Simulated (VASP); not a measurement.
# ZnO (P6_3mc) in VASP: a series of runs, part 2 of 2

VASP 6.6.1. The steps go on from the part before.

**3. Single point, r2SCAN (biaxial strain in the a-b plane: -4.0 %, then relaxed in part)**

POSCAR

```
ZnO
1.0
    3.1054744467      0.0000000000      0.0000000000
   -1.5527372233      2.6894197616      0.0000000000
    0.0000000000      0.0000000000      5.4147790006
Zn O
2 2
Direct
    0.6666666667      0.3333333333      0.5104583913
    0.3333333333      0.6666666667      0.0104583913
    0.6666666667      0.3333333333      0.8698516087
    0.3333333333      0.6666666667      0.3698516087
```

INCAR.step1

```
PREC     = Accurate       # precision mode
ENCUT    = 520            # plane-wave cutoff, eV
ISMEAR   = 0              # smearing method
SIGMA    = 0.02           # smearing width, eV
LREAL    = False          # projectors in reciprocal space
LASPH    = True           # aspherical terms in the spheres
NELM     = 60             # most SCF steps
NBANDS   = 26             # bands
GGA      = PE             # functional
ALGO     = Normal         # electronic algorithm
EDIFF    = 1E-4           # SCF threshold, eV
LWAVE    = True           # write WAVECAR
LCHARG   = False          # write CHGCAR
```

INCAR.step2

```
PREC     = Accurate       # precision mode
ENCUT    = 520            # plane-wave cutoff, eV
EDIFF    = 1E-6           # SCF threshold, eV
ISMEAR   = 0              # smearing method
SIGMA    = 0.02           # smearing width, eV
LREAL    = False          # projectors in reciprocal space
LASPH    = True           # aspherical terms in the spheres
NELM     = 60             # most SCF steps
ALGO     = Normal         # electronic algorithm
ISIF     = 2              # what is computed and relaxed
LWAVE    = False          # write WAVECAR
LCHARG   = False          # write CHGCAR
METAGGA  = R2SCAN         # meta-GGA
LMIXTAU  = True         
NBANDS   = 26             # bands
ISTART   = 1
```

KPOINTS

```
regular mesh
0
Gamma
  12 12 6
```

Potentials or basis: VASP PAW PBE potentials, release 64 (Zn, O).

Run with:

```console
> cat potpaw_PBE.64/Zn/POTCAR potpaw_PBE.64/O/POTCAR > POTCAR
> cp INCAR.step1 INCAR
> mpirun -np 1 vasp_std > vasp.out
> cp INCAR.step2 INCAR
> mpirun -np 1 vasp_std > vasp.out
```

OUTCAR:

```text
PREC = Accurate
   ENCUT = 520
   EDIFF = 1E-6
   ISMEAR = 0
   LREAL = False
   LASPH = True
   NELM = 60
   ISIF = 2
   METAGGA = R2SCAN
   ISTART = 1

 ion  position               nearest neighbor table
   1  0.667  0.333  0.510-   3 1.95   4 1.95   4 1.95   4 1.95
   2  0.333  0.667  0.010-   4 1.95   3 1.95   3 1.95   3 1.95
   3  0.667  0.333  0.870-   1 1.95   2 1.95   2 1.95   2 1.95
   4  0.333  0.667  0.370-   2 1.95   1 1.95   1 1.95   1 1.95

  LATTYP: Found a hexagonal cell.
 ALAT       =     3.1054744467
 C/A-ratio  =     1.7436237501

  Lattice vectors:

 A1 = (   3.1054744467,   0.0000000000,   0.0000000000)
 A2 = (  -1.5527372233,   2.6894197616,   0.0000000000)
 A3 = (   0.0000000000,   0.0000000000,   5.4147790006)

Analysis of symmetry for initial positions (statically):
=====================================================================
 Subroutine PRICEL returns:
 Original cell was already a primitive cell.

 Routine SETGRP: Setting up the symmetry group for a
 hexagonal supercell.

 Subroutine GETGRP returns: Found 12 space group operations
 (whereof  6 operations were pure point group operations)
 out of a pool of 24 trial point group operations.

The static configuration has the point symmetry C_3v.
 The point group associated with its full space group is C_6v.

Analysis of symmetry for dynamics (positions and initial velocities):
=====================================================================
 Subroutine PRICEL returns:
 Original cell was already a primitive cell.

 Routine SETGRP: Setting up the symmetry group for a
 hexagonal supercell.

 Subroutine GETGRP returns: Found 12 space group operations
 (whereof  6 operations were pure point group operations)
 out of a pool of 24 trial point group operations.

The dynamic configuration has the point symmetry C_3v.
 The point group associated with its full space group is C_6v.

 Subroutine INISYM returns: Found 12 space group operations
 (whereof  6 operations are pure point group operations),
 and found     1 'primitive' translations

----------------------------------------------------------------------------------------

                                     Primitive cell

  volume of cell :      45.2238

  direct lattice vectors                    reciprocal lattice vectors
     3.105474447  0.000000000  0.000000000     0.322011988  0.185913708  0.000000000
    -1.552737223  2.689419762  0.000000000     0.000000000  0.371827416  0.000000000
     0.000000000  0.000000000  5.414779001     0.000000000  0.000000000  0.184679744

  length of vectors
     3.105474447  3.105474447  5.414779001     0.371827416  0.371827416  0.184679744

  position of ions in fractional coordinates (direct lattice)
     0.666666667  0.333333333  0.510458391
     0.333333333  0.666666667  0.010458391
     0.666666667  0.333333333  0.869851609
     0.333333333  0.666666667  0.369851609

  ion indices of the primitive-cell ions
   primitive index   ion index
                 1           1
                 2           2
                 3           3
                 4           4

----------------------------------------------------------------------------------------

 KPOINTS: regular mesh

Automatic generation of k-mesh.
 Grid dimensions read from file:
 generate k-points for:   12   12    6

 Generating k-lattice:

  Cartesian coordinates                     Fractional coordinates (reciprocal lattice)
     0.026834332  0.015492809  0.000000000     0.083333333  0.000000000  0.000000000
     0.000000000  0.030985618  0.000000000     0.000000000  0.083333333  0.000000000
     0.000000000  0.000000000  0.030779957     0.000000000  0.000000000  0.166666667

  Length of vectors
     0.030985618  0.030985618  0.030779957

  Shift w.r.t. Gamma in fractional coordinates (k-lattice)
     0.000000000  0.000000000  0.000000000

 Subroutine IBZKPT returns following result:
 ===========================================

 Found     76 irreducible k-points:

 Following reciprocal coordinates:
            Coordinates               Weight
  0.000000  0.000000  0.000000      1.000000
  0.083333  0.000000  0.000000      6.000000
  0.166667  0.000000  0.000000      6.000000
  0.250000 -0.000000  0.000000      6.000000
  0.333333 -0.000000  0.000000      6.000000
  0.416667  0.000000  0.000000      6.000000
[... 16 lines left out ...]
  0.250000 -0.000000  0.166667     12.000000
  0.333333 -0.000000  0.166667     12.000000
 [... further k-points ...]
   k-points           NKPTS =     76   k-points in BZ     NKDIM =     76   number of bands    NBANDS=     26
   number of dos      NEDOS =    301   number of ions     NIONS =      4
   total plane-waves  NPLWV =  23040
   dimension x,y,z NGX =    24 NGY =   24 NGZ =   40
   dimension x,y,z NGXF=    48 NGYF=   48 NGZF=   80
   ions per type =               2   2
   NGX,Y,Z   is equivalent  to a cutoff of  12.85, 12.85, 12.28 a.u.
   NGXF,Y,Z  is equivalent  to a cutoff of  25.70, 25.70, 24.56 a.u.
 SYSTEM =  unknown system
   PREC   = accura    normal or accurate (medium, high low for compatibility)
   ISTART =      1    job   : 0-new  1-cont  2-samecut
   ICHARG =      0    charge: 1-file 2-atom 10-const
   ISPIN  =      1    spin polarized calculation?
   LNONCOLLINEAR =      F non collinear calculations
   LSORBIT =      F    spin-orbit coupling
   LASPH  =      T    aspherical Exc in radial PAW
   ENCUT  =  520.0 eV  38.22 Ry    6.18 a.u.   5.77  5.77 10.07*2*pi/ulx,y,z
   NELM   =     60;   NELMIN=  2; NELMDL=  0     # of ELM steps
   EDIFF  = 0.1E-05   stopping-criterion for ELM
   LREAL  =      F    real-space projection
   EDIFFG = 0.1E-04   stopping-criterion for IOM
   NSW    =      0    number of steps for IOM
   IBRION =     -1    ionic relax: 0-MD 1-quasi-New 2-CG
   NFREE  =      0    steps in history (QN), initial steepest desc. (CG)
   ISIF   =      2    stress and relaxation
   ISYM   =      2    0-nonsym 1-usesym 2-fastsym
   POTIM  = 0.5000    time-step for ionic-motion
   TEBEG  =    0.0;   TEEND  =   0.0 temperature during run
   PSTRESS=    0.0 pullay stress
   NELECT =      36.0000    total number of electrons
   NUPDOWN=      -1.0000    fix difference up-down
   EMIN   =  10.00;   EMAX   =-10.00  energy-range for DOS
   EFERMI =   0.00;   METHOD = LEGACY
   ISMEAR =     0;   SIGMA  =   0.02  broadening in eV -4-tet -1-fermi 0-gaus
   EFERMI_NEDOS =   21; number of points for ismear=-14 and -15
   IALGO  =     38    algorithm
   IMIX   =      4    mixing-type and parameters
     AMIX     =   0.40;   BMIX     =  1.00
     AMIX_MAG =   1.60;   BMIX_MAG =  1.00
  volume/ion in A,a.u.               =      11.31        76.30
  Fermi-wavevector in a.u.,A,eV,Ry     =   1.517236  2.867161 31.320694  2.302006
  Thomas-Fermi vector in A             =   2.626519
   LORBIT       =      0    0 simple, 1 ext, 2 COOP (PROOUT), +10 PAW based schemes
   METAGGA = R2SCAN    functional components
   LHFCALC =     F    Hartree Fock is set to
   AEXX    =    0.0000 exact exchange contribution
   IVDW    =     0    specifies the selected vdW correction
   LEPSILON=     F    determine dielectric tensor
   LRPA    =     F    only Hartree local field effects (RPA)
 non-spin polarized calculation
 Gauss-broadening in eV      SIGMA  =   0.02
  energy-cutoff  :      520.00
  volume of cell :       45.22
 maximum number of plane-waves:      1232
 NGX is ok and might be reduce to    24
   NGX = 11   NGY = 11   NGZ = 21

 number of electron      36.0000011 magnetization

 Free energy of the ion-electron system (eV)
  ---------------------------------------------------
  ext. energy  EPLUGINS =         0.00000000
  ---------------------------------------------------
  free energy    TOTEN  =       -36.19310347 eV

  energy without entropy =      -36.19310347  energy(sigma->0) =      -36.19310347

 E-fermi :   1.5154     XC(G=0): -11.9755

 val. band max:        1.3513823145   @ k =   0.0000   0.0000   0.0000
 cond. band min:       2.5214034662   @ k =   0.0000   0.0000   0.0000
 fundamental gap:      1.1700211516
 Fermi energy:         1.5154174670

 k-point     1 :       0.0000    0.0000    0.0000
  band No.  band energies     occupation
      1     -18.1629      2.00000
      2     -17.5010      2.00000
      3      -5.0935      2.00000
      4      -4.9436      2.00000
      5      -4.6769      2.00000
      6      -4.6769      2.00000
[... 18 lines left out ...]
     25      17.4668      0.00000
     26      17.4670      0.00000
[... 644 lines left out ...]
      4      -4.8539      2.00000
      5      -4.4868      2.00000
      6      -4.3884      2.00000
[... 18 lines left out ...]
     25      15.8219      0.00000
     26      16.9980      0.00000

 [... further k-points ...]
[... 5 lines left out ...]
  --------------------------------------------------------------------------------------
  -------------------------------------------------------------------------------------
  Total        3.0061730      3.0061730      0.3447950      0.0000000      0.0000000      0.0000000
  in kB      106.5018779    106.5018779     12.2153043      0.0000000      0.0000000      0.0000000
  external PRESSURE =      75.0730201 kB  Pullay stress =       0.0000000 kB

 VOLUME and BASIS-vectors are now :
 -----------------------------------------------------------------------------
  energy-cutoff  :      520.00
  volume of cell :       45.22
      direct lattice vectors                 reciprocal lattice vectors
     3.105474447  0.000000000  0.000000000     0.322011988  0.185913708  0.000000000
    -1.552737223  2.689419762  0.000000000     0.000000000  0.371827416  0.000000000
     0.000000000  0.000000000  5.414779001     0.000000000  0.000000000  0.184679744

 POSITION                                       TOTAL-FORCE (eV/Angst)
 -----------------------------------------------------------------------------------
      1.55274      0.89647      2.76402         0.000000     -0.000000      0.000880
     -0.00000      1.79295      0.05663        -0.000000      0.000000      0.000880
      1.55274      0.89647      4.71005         0.000000      0.000000     -0.000880
     -0.00000      1.79295      2.00266        -0.000000      0.000000     -0.000880
 -----------------------------------------------------------------------------------
    total drift:                                0.000001      0.000003     -0.104575

  FREE ENERGIE OF THE ION-ELECTRON SYSTEM (eV)
  ---------------------------------------------------
  free  energy   TOTEN  =       -36.1931034698 eV

  energy  without entropy=      -36.1931034698  energy(sigma->0) =      -36.19310347
```

Run time: 3.2 min. Hardware: 1 thread of Intel Xeon Platinum 8259CL at 2.50GHz (Skylake/Cascade Lake), shared host; peak memory 0.21 GiB.

Results:

```yaml
Free_energy: -36.1931 eV
Pressure: 7.5 GPa
Band_gap_on_the_k_mesh: 1.17 eV, direct
```

Stress tensor (GPa, compression positive):
```
10.65  0.00  0.00
 0.00 10.65  0.00
 0.00  0.00  1.22
```

Levels at points of the mesh, in eV from the valence-band top:
```tsv
k point	band 15	band 16	band 17	band 18	band 19	band 20	band 21	band 22
(0.00, 0.00, 0.00)	-0.85	-0.22	0.00	0.00	1.17	6.41	8.32	13.80
(0.50, 0.00, 0.00)	-3.05	-2.29	-1.63	-0.75	6.61	7.47	7.49	10.04
(0.00, 0.00, 0.50)	-0.42	-0.42	-0.42	-0.42	3.93	3.93	10.62	10.62
(0.50, 0.00, 0.50)	-1.81	-1.81	-1.48	-1.48	6.10	6.10	9.43	9.43
```

Caveat: the cell differs from its parent crystal (biaxial strain in the a-b plane: -4.0 %, then relaxed in part); the PAW data sets were made with another functional, which shifts forces and pressure a little.

**4. Single point, r2SCAN**

This run uses another cell than the first one, of 11.31 Å³/atom, 1.004 times its volume.

POSCAR is that of step 3.

INCAR.step1

```
SYSTEM = ZnO
  PREC = Accurate
  ENCUT = 520
  ISMEAR = 0
  SIGMA = 0.02
  LREAL = .FALSE.
  LASPH = .TRUE.
  NELM = 100
  NBANDS = 26
  GGA = PE
  ALGO = Normal
  EDIFF = 1E-4
  LWAVE = .TRUE.
  LCHARG = .FALSE.
```

INCAR.step2

```
SYSTEM = ZnO
  PREC = Accurate
  ENCUT = 520
  EDIFF = 1E-7
  ISMEAR = 0
  SIGMA = 0.02
  LREAL = .FALSE.
  LASPH = .TRUE.
  NELM = 100
  ALGO = Normal
  ISIF = 2
  LWAVE = .FALSE.
  LCHARG = .TRUE.
  METAGGA = R2SCAN
  LMIXTAU = .TRUE.
  LELF = .TRUE.
  LVHAR = .TRUE.
  NBANDS = 26
  ISTART = 1
```

KPOINTS

```
regular mesh
0
G
  12 12 6
  0 0 0
```

Run with:

```console
> cat potpaw_PBE.64/Zn/POTCAR potpaw_PBE.64/O/POTCAR > POTCAR
> cp INCAR.step1 INCAR
> mpirun -np 1 vasp_std > vasp.out
> cp INCAR.step2 INCAR
> mpirun -np 1 vasp_std > vasp.out
```

Run time: 3.3 min. Hardware: 1 thread of Intel Xeon Platinum 8259CL at 2.50GHz (Skylake/Cascade Lake), shared host; peak memory 0.22 GiB.

The run converged. Its results:

```
Free energy            : -36.1931 eV
Pressure               : 7.5 GPa
Band gap on the k mesh : 1.17 eV, direct
```

Stress tensor (GPa, compression positive):
```
10.65  0.00  0.00
 0.00 10.65  0.00
 0.00  0.00  1.22
```

Levels at points of the mesh, in eV from the valence-band top:
| k point | band 14 | band 15 | band 16 | band 17 | band 18 | band 19 | band 20 | band 21 | band 22 | band 23 |
| --- | --- | --- | --- | --- | --- | --- | --- | --- | --- | --- |
| (0.00, 0.00, 0.00) | -0.85 | -0.85 | -0.22 | 0.00 | 0.00 | 1.17 | 6.41 | 8.32 | 13.80 | 14.80 |
| (0.50, 0.00, 0.00) | -3.49 | -3.05 | -2.29 | -1.63 | -0.75 | 6.61 | 7.47 | 7.49 | 10.04 | 11.16 |
| (0.00, 0.00, 0.50) | -2.57 | -0.42 | -0.42 | -0.42 | -0.42 | 3.93 | 3.93 | 10.62 | 10.62 | 15.12 |
| (0.50, 0.00, 0.50) | -3.89 | -1.81 | -1.81 | -1.48 | -1.48 | 6.10 | 6.10 | 9.43 | 9.43 | 12.31 |

Caveat: the PAW data sets were made with another functional, which shifts forces and pressure a little. r2SCAN opens gaps a little over a GGA but as a rule still falls short of measured ones.
